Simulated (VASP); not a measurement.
# GaN (Pm-3n) in VASP: relaxation of cell and atoms with PBE

Aim: the relaxation of cell and atoms of GaN with PBE.

All numbers are computed with VASP 6.6.1; they aren't measurements. Logs are shortened: lines on timing, memory, paths and dates and some standing lists are left out, and cuts for length are marked.

## 1. The cell of the first run

The structure is cubic, space group Pm-3n (No. 223). The conventional cell has a = 5.569 Å, b = 5.569 Å, c = 5.569 Å, α = 90.00°, β = 90.00°, γ = 90.00°. Within 2.6 Å of Ga (site symmetry -4m2) lie 4 N at 1.97 Å. N (site symmetry -4m2) has 4 Ga at 1.97 Å within 2.6 Å.

## 2. Relaxation of cell and atoms, PBE

Contents of INCAR:

```
SYSTEM = GaN
ALGO     = Normal         ! electronic algorithm
EDIFF    = 1E-6           ! SCF threshold, eV
EDIFFG   = -0.01          ! ionic threshold
ENCUT    = 600            ! plane-wave cutoff, eV
GGA      = PE             ! functional
IBRION   = 2              ! ionic algorithm
ISIF     = 3              ! what is computed and relaxed
ISMEAR   = 0              ! smearing method
LASPH    = .TRUE.         ! aspherical terms in the spheres
LCHARG   = .FALSE.        ! write CHGCAR
LREAL    = .FALSE.        ! projectors in reciprocal space
LWAVE    = .FALSE.        ! write WAVECAR
NELM     = 80             ! most SCF steps
NSW      = 100            ! ionic steps
PREC     = Accurate       ! precision mode
SIGMA    = 0.02           ! smearing width, eV
```

Contents of KPOINTS:

```
k-points
0
G
  6 6 6
  0 0 0
```

Contents of POSCAR:

```
GaN
1.0
    5.5694336850      0.0000000000      0.0000000000
    0.0000000000      5.5694336850      0.0000000000
    0.0000000000      0.0000000000      5.5694336850
Ga N
6 6
Direct
    0.5000000000      0.0000000000      0.7500000000
    0.7500000000      0.5000000000      0.0000000000
    0.0000000000      0.7500000000      0.5000000000
    0.5000000000      0.0000000000      0.2500000000
    0.2500000000      0.5000000000      0.0000000000
    0.0000000000      0.2500000000      0.5000000000
    0.0000000000      0.5000000000      0.7500000000
    0.7500000000      0.0000000000      0.5000000000
    0.5000000000      0.7500000000      0.0000000000
    0.0000000000      0.5000000000      0.2500000000
    0.2500000000      0.0000000000      0.5000000000
    0.5000000000      0.2500000000      0.0000000000
```

Potentials or basis: VASP PAW PBE potentials, release 64 (Ga_d, N).

Run with:

```
cat potpaw_PBE.64/Ga_d/POTCAR potpaw_PBE.64/N/POTCAR > POTCAR
mpirun -np 1 vasp_std > vasp.out
```

OUTCAR:

```text
SYSTEM = GaN
   EDIFF = 1E-6
   EDIFFG = -0.01
   ENCUT = 600
   GGA = PE
   IBRION = 2
   ISIF = 3
   ISMEAR = 0
   LASPH = .TRUE.
   LREAL = .FALSE.
   NELM = 80
   NSW = 100
   PREC = Accurate

 ion  position               nearest neighbor table
   1  0.500  0.000  0.750-   8 1.97   9 1.97  11 1.97  12 1.97   4 2.78   4 2.78
   2  0.750  0.500  0.000-   7 1.97   9 1.97  10 1.97  12 1.97   5 2.78   5 2.78
   3  0.000  0.750  0.500-   7 1.97   8 1.97  10 1.97  11 1.97   6 2.78   6 2.78
   4  0.500  0.000  0.250-   8 1.97   9 1.97  11 1.97  12 1.97   1 2.78   1 2.78
   5  0.250  0.500  0.000-   7 1.97   9 1.97  10 1.97  12 1.97   2 2.78   2 2.78
   6  0.000  0.250  0.500-   7 1.97   8 1.97  10 1.97  11 1.97   3 2.78   3 2.78
   7  0.000  0.500  0.750-   2 1.97   3 1.97   5 1.97   6 1.97
   8  0.750  0.000  0.500-   1 1.97   3 1.97   4 1.97   6 1.97
   9  0.500  0.750  0.000-   1 1.97   2 1.97   4 1.97   5 1.97
  10  0.000  0.500  0.250-   2 1.97   3 1.97   5 1.97   6 1.97
  11  0.250  0.000  0.500-   1 1.97   3 1.97   4 1.97   6 1.97
  12  0.500  0.250  0.000-   1 1.97   2 1.97   4 1.97   5 1.97

  LATTYP: Found a simple cubic cell.
 ALAT       =     5.5694336850

  Lattice vectors:

 A1 = (   5.5694336850,   0.0000000000,   0.0000000000)
 A2 = (   0.0000000000,   5.5694336850,   0.0000000000)
 A3 = (   0.0000000000,   0.0000000000,   5.5694336850)

Analysis of symmetry for initial positions (statically):
=====================================================================
 Subroutine PRICEL returns:
 Original cell was already a primitive cell.

 Routine SETGRP: Setting up the symmetry group for a
 simple cubic supercell.

 Subroutine GETGRP returns: Found 48 space group operations
 (whereof 24 operations were pure point group operations)
 out of a pool of 48 trial point group operations.

The static configuration has the point symmetry T_h .
 The point group associated with its full space group is O_h .

Analysis of symmetry for dynamics (positions and initial velocities):
=====================================================================
 Subroutine PRICEL returns:
 Original cell was already a primitive cell.

 Routine SETGRP: Setting up the symmetry group for a
 simple cubic supercell.

 Subroutine GETGRP returns: Found 48 space group operations
 (whereof 24 operations were pure point group operations)
 out of a pool of 48 trial point group operations.

The dynamic configuration has the point symmetry T_h .
 The point group associated with its full space group is O_h .

 Subroutine INISYM returns: Found 48 space group operations
 (whereof 24 operations are pure point group operations),
 and found     1 'primitive' translations

----------------------------------------------------------------------------------------

                                     Primitive cell

  volume of cell :     172.7560

  direct lattice vectors                    reciprocal lattice vectors
     5.569433685  0.000000000  0.000000000     0.179551469  0.000000000  0.000000000
     0.000000000  5.569433685  0.000000000     0.000000000  0.179551469  0.000000000
     0.000000000  0.000000000  5.569433685     0.000000000  0.000000000  0.179551469

  length of vectors
     5.569433685  5.569433685  5.569433685     0.179551469  0.179551469  0.179551469

  position of ions in fractional coordinates (direct lattice)
     0.500000000  0.000000000  0.750000000
     0.750000000  0.500000000  0.000000000
     0.000000000  0.750000000  0.500000000
     0.500000000  0.000000000  0.250000000
     0.250000000  0.500000000  0.000000000
     0.000000000  0.250000000  0.500000000
     0.000000000  0.500000000  0.750000000
     0.750000000  0.000000000  0.500000000
     0.500000000  0.750000000  0.000000000
     0.000000000  0.500000000  0.250000000
     0.250000000  0.000000000  0.500000000
     0.500000000  0.250000000  0.000000000

  ion indices of the primitive-cell ions
   primitive index   ion index
                 1           1
                 2           2
                 3           3
                 4           4
                 5           5
                 6           6
[... 83 lines left out ...]
   PSTRESS=    0.0 pullay stress
   NELECT =     108.0000    total number of electrons
   NUPDOWN=      -1.0000    fix difference up-down
   EMIN   =  10.00;   EMAX   =-10.00  energy-range for DOS
   EFERMI =   0.00;   METHOD = LEGACY
   ISMEAR =     0;   SIGMA  =   0.02  broadening in eV -4-tet -1-fermi 0-gaus
   EFERMI_NEDOS =   21; number of points for ismear=-14 and -15
   IALGO  =     38    algorithm
   IMIX   =      4    mixing-type and parameters
     AMIX     =   0.40;   BMIX     =  1.00
     AMIX_MAG =   1.60;   BMIX_MAG =  1.00
  volume/ion in A,a.u.               =      14.40        97.15
  Fermi-wavevector in a.u.,A,eV,Ry     =   1.399818  2.645273 26.660503  1.959492
  Thomas-Fermi vector in A             =   2.522840
   LORBIT       =      0    0 simple, 1 ext, 2 COOP (PROOUT), +10 PAW based schemes
   GGA     = PE    functional components
   LHFCALC =     F    Hartree Fock is set to
   AEXX    =    0.0000 exact exchange contribution
   IVDW    =     0    specifies the selected vdW correction
   LEPSILON=     F    determine dielectric tensor
   LRPA    =     F    only Hartree local field effects (RPA)
 conjugate gradient relaxation of ions
 non-spin polarized calculation
 Gauss-broadening in eV      SIGMA  =   0.02
  energy-cutoff  :      600.00
  volume of cell :      172.76
 maximum number of plane-waves:      5832
 NGX is ok and might be reduce to    48
   NGX = 23   NGY = 23   NGZ = 23

--------------------------------------- Ionic step        1  -------------------------------------------

 number of electron     107.9999960 magnetization

 Free energy of the ion-electron system (eV)
  ---------------------------------------------------
  ext. energy  EPLUGINS =         0.00000000
  ---------------------------------------------------
  free energy    TOTEN  =       -71.40273091 eV

  energy without entropy =      -71.40273091  energy(sigma->0) =      -71.40273091

------------------------ aborting loop because EDIFF is reached ----------------------------------------

  FORCE on cell =-STRESS in cart. coord.  units (eV):
  Direction    XX          YY          ZZ          XY          YZ          ZX
  --------------------------------------------------------------------------------------
  -------------------------------------------------------------------------------------
  Total        0.1401357      0.1401357      0.1401357      0.0000000     -0.0000000     -0.0000000
  in kB        1.2996495      1.2996495      1.2996495      0.0000000     -0.0000000     -0.0000000
  external PRESSURE =       1.2996495 kB  Pullay stress =       0.0000000 kB

 VOLUME and BASIS-vectors are now :
 -----------------------------------------------------------------------------
  energy-cutoff  :      600.00
  volume of cell :      172.76
      direct lattice vectors                 reciprocal lattice vectors
     5.569433685  0.000000000  0.000000000     0.179551469  0.000000000  0.000000000
     0.000000000  5.569433685  0.000000000     0.000000000  0.179551469  0.000000000
     0.000000000  0.000000000  5.569433685     0.000000000  0.000000000  0.179551469

 POSITION                                       TOTAL-FORCE (eV/Angst)
 -----------------------------------------------------------------------------------
      2.78472      0.00000      4.17708        -0.000000     -0.000000     -0.000000
      4.17708      2.78472      0.00000        -0.000000      0.000000      0.000000
      0.00000      4.17708      2.78472        -0.000000     -0.000000     -0.000000
      2.78472      0.00000      1.39236         0.000000     -0.000000      0.000000
      1.39236      2.78472      0.00000         0.000000      0.000000      0.000000
      0.00000      1.39236      2.78472         0.000000      0.000000      0.000000
      0.00000      2.78472      4.17708        -0.000000     -0.000000      0.000000
      4.17708      0.00000      2.78472        -0.000000      0.000000     -0.000000
      2.78472      4.17708      0.00000        -0.000000     -0.000000      0.000000
      0.00000      2.78472      1.39236        -0.000000     -0.000000     -0.000000
      1.39236      0.00000      2.78472         0.000000      0.000000      0.000000
      2.78472      1.39236      0.00000        -0.000000      0.000000     -0.000000
 -----------------------------------------------------------------------------------
    total drift:                                0.000000      0.000000     -0.000000

  FREE ENERGIE OF THE ION-ELECTRON SYSTEM (eV)
  ---------------------------------------------------
  free  energy   TOTEN  =       -71.4027309074 eV

  energy  without entropy=      -71.4027309074  energy(sigma->0) =      -71.40273091

--------------------------------------- Ionic step        2  -------------------------------------------

 number of electron     107.9999959 magnetization

 Free energy of the ion-electron system (eV)
  ---------------------------------------------------
  ext. energy  EPLUGINS =         0.00000000
  ---------------------------------------------------
  free energy    TOTEN  =       -71.40282118 eV

  energy without entropy =      -71.40282118  energy(sigma->0) =      -71.40282118

 E-fermi :   3.3990     XC(G=0): -10.0025

 val. band max:        3.3129266006   @ k =   0.0000   0.0000   0.0000
 cond. band min:       4.8109413028   @ k =   0.0000   0.0000   0.0000
 fundamental gap:      1.4980147022
 Fermi energy:         3.3989979539

 k-point     1 :       0.0000    0.0000    0.0000
  band No.  band energies     occupation
      1     -12.3916      2.00000
      2     -11.6046      2.00000
      3     -11.6046      2.00000
      4     -11.5188      2.00000
      5     -11.5188      2.00000
      6     -11.5188      2.00000
[... 1329 lines left out ...]
     63      10.4637      0.00000
     64      10.4637      0.00000

------------------------ aborting loop because EDIFF is reached ----------------------------------------

  FORCE on cell =-STRESS in cart. coord.  units (eV):
  Direction    XX          YY          ZZ          XY          YZ          ZX
  --------------------------------------------------------------------------------------
  -------------------------------------------------------------------------------------
  Total       -0.0578135     -0.0578135     -0.0578135      0.0000000      0.0000000      0.0000000
  in kB       -0.5352702     -0.5352702     -0.5352702      0.0000000      0.0000000      0.0000000
  external PRESSURE =      -0.5352702 kB  Pullay stress =       0.0000000 kB

 VOLUME and BASIS-vectors are now :
 -----------------------------------------------------------------------------
  energy-cutoff  :      600.00
  volume of cell :      173.05
      direct lattice vectors                 reciprocal lattice vectors
     5.572571373 -0.000000000 -0.000000000     0.179450371 -0.000000000  0.000000000
     0.000000000  5.572571373 -0.000000000     0.000000000  0.179450371  0.000000000
    -0.000000000 -0.000000000  5.572571373     0.000000000  0.000000000  0.179450371

 POSITION                                       TOTAL-FORCE (eV/Angst)
 -----------------------------------------------------------------------------------
      2.78629      5.57257      4.17943         0.000000      0.000000     -0.000000
      4.17943      2.78629     -0.00000         0.000000      0.000000     -0.000000
      5.57257      4.17943      2.78629         0.000000     -0.000000      0.000000
      2.78629      5.57257      1.39314        -0.000000      0.000000      0.000000
      1.39314      2.78629     -0.00000        -0.000000     -0.000000     -0.000000
     -0.00000      1.39314      2.78629        -0.000000      0.000000     -0.000000
      5.57257      2.78629      4.17943        -0.000000     -0.000000      0.000000
      4.17943     -0.00000      2.78629        -0.000000     -0.000000      0.000000
      2.78629      4.17943     -0.00000        -0.000000     -0.000000      0.000000
      5.57257      2.78629      1.39314         0.000000     -0.000000     -0.000000
      1.39314     -0.00000      2.78629         0.000000     -0.000000     -0.000000
      2.78629      1.39314      5.57257         0.000000      0.000000      0.000000
 -----------------------------------------------------------------------------------
    total drift:                                0.000000      0.000000     -0.000000

  FREE ENERGIE OF THE ION-ELECTRON SYSTEM (eV)
  ---------------------------------------------------
  free  energy   TOTEN  =       -71.4028211788 eV

  energy  without entropy=      -71.4028211788  energy(sigma->0) =      -71.40282118

 reached required accuracy - stopping structural energy minimisation
```

Run time: 13 min. Hardware: 1 thread of Intel Xeon 8259CL, shared host; peak memory 0.46 GiB.

Results:

- Free energy: -71.4028 eV
- Relaxed volume: 14.42 Å³/atom
- Relaxed cell: a = 5.573 Å, b = 5.573 Å, c = 5.573 Å, α = 90.00°, β = 90.00°, γ = 90.00°
- Space group after relaxing (to 0.05 Å): Pm-3n (No. 223)
- Energy gained by relaxing: 0.0 meV/atom
- Ionic steps: 2
- Pressure after relaxing: -0.1 GPa
- Band gap on the k mesh: 1.50 eV, direct

Final structure:
```
Ga N
1.0
     5.57257    0.00000    0.00000
     0.00000    5.57257    0.00000
     0.00000    0.00000    5.57257
Ga N
6 6
Direct
  0.50000 0.00000 0.75000
  0.75000 0.50000 0.00000
  0.00000 0.75000 0.50000
  0.50000 0.00000 0.25000
  0.25000 0.50000 0.00000
  0.00000 0.25000 0.50000
  0.00000 0.50000 0.75000
  0.75000 0.00000 0.50000
  0.50000 0.75000 0.00000
  0.00000 0.50000 0.25000
  0.25000 0.00000 0.50000
  0.50000 0.25000 0.00000
```
